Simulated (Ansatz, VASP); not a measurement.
# TiGeSe4: VASP beside Ansatz

File INCAR:

```
SYSTEM = TiGeSe4
  ALGO = Normal
  EDIFF = 1E-6
  ENCUT = 520
  GGA = PE
  ISIF = 2
  ISMEAR = 0
  LASPH = .True.
  LCHARG = .False.
  LREAL = .False.
  LWAVE = .False.
  NBANDS = 34
  NELM = 60
  PREC = Accurate
  SIGMA = 0.1
```

KPOINTS

```
k-points
0
Gamma
  12 12 4
  0 0 0
```

The input POSCAR:

```
TiGeSe4
1.0
    3.5920929913      0.0000000000      0.0000000000
   -1.7960464957      3.1108437832      0.0000000000
    0.0000000000      0.0000000000     13.5435127897
Ti Ge Se
1 1 4
Direct
    0.0000000000      0.0000000000      0.0000000000
    0.0000000000      0.0000000000      0.5000000000
    0.6666666667      0.3333333333      0.8873459542
    0.6666666667      0.3333333333      0.3873331841
    0.3333333333      0.6666666667      0.6126668159
    0.3333333333      0.6666666667      0.1126540458
```

Input for Ansatz:

```yaml
crystal:
  lattice:
    - [3.5920929913, 0.0, 0.0]
    - [-1.7960464957, 3.1108437832, 0.0]
    - [0.0, 0.0, 13.5435127897]
  atoms:
    - { symbol: Ti, position: [0.0, 0.0, 0.0] }
    - { symbol: Ge, position: [0.0, 0.0, 0.5] }
    - { symbol: Se, position: [0.6666666667, 0.3333333333, 0.8873459542] }
    - { symbol: Se, position: [0.6666666667, 0.3333333333, 0.3873331841] }
    - { symbol: Se, position: [0.3333333333, 0.6666666667, 0.6126668159] }
    - { symbol: Se, position: [0.3333333333, 0.6666666667, 0.1126540458] }
basis:
  ecutwfc: 420
kpoints:
  mp_grid: { grid: [12, 12, 4] }
  band_path:
    path:
      - [[0.0, 0.0, 0.0], [0.5, 0.0, 0.0], [0.33333333, 0.33333333, 0.0], [0.0, 0.0, 0.0], [0.0, 0.0, 0.5], [0.5, 0.0, 0.5], [0.33333333, 0.33333333, 0.5], [0.0, 0.0, 0.5]]
      - [[0.5, 0.0, 0.5], [0.5, 0.0, 0.0]]
      - [[0.33333333, 0.33333333, 0.5], [0.33333333, 0.33333333, 0.0]]
    npoints: 14
hamiltonian:
  xc: pbe
scf:
  occupations: { method: gaussian, width: 0.1 }
  n_extra_bands: 15
output:
  forces: true
  stress: true
  eigenvalues: true
  populations: true
  dos: { projected: true, de: 0.02, nscf_kmesh: { grid: [15, 15, 5] } }
  bader: true
  write_density: true
  write_potential: true
  elf: true
  volumetric_format: npy
```

Alike in both runs: task single point; functional PBE; k mesh 12 × 12 × 4; occupations gaussian, width 0.1 eV; no spin polarisation.

|  | VASP | Ansatz |
| --- | --- | --- |
| version | VASP 6.6.1 | Ansatz 0.2.0 |
| potentials or method | VASP PAW PBE potentials, release 64 (Ti_sv, Ge_d, Se), cutoff 520 eV | scalar-relativistic, plane waves, PAW |
| valence electrons in the cell | 50 | 90 |

|  | VASP | Ansatz | Ansatz less VASP |
| --- | --- | --- | --- |
| gap on the k mesh at the Fermi level (eV) | none | none | - |
| pressure (GPa) | 0.1 | 0.0 | -0.09 |
| rms of the force components (eV/Å) | 0.010 | 0.002 | -0.0082 |

Atom by atom the forces differ by 0.008 eV/Å (rms over components). A gap of «none» marks a metal or a gap that the smearing closes. VASP's potentials hold 50 valence electrons a cell and Ansatz's 90, so a difference there can come from the potentials and not from the codes.
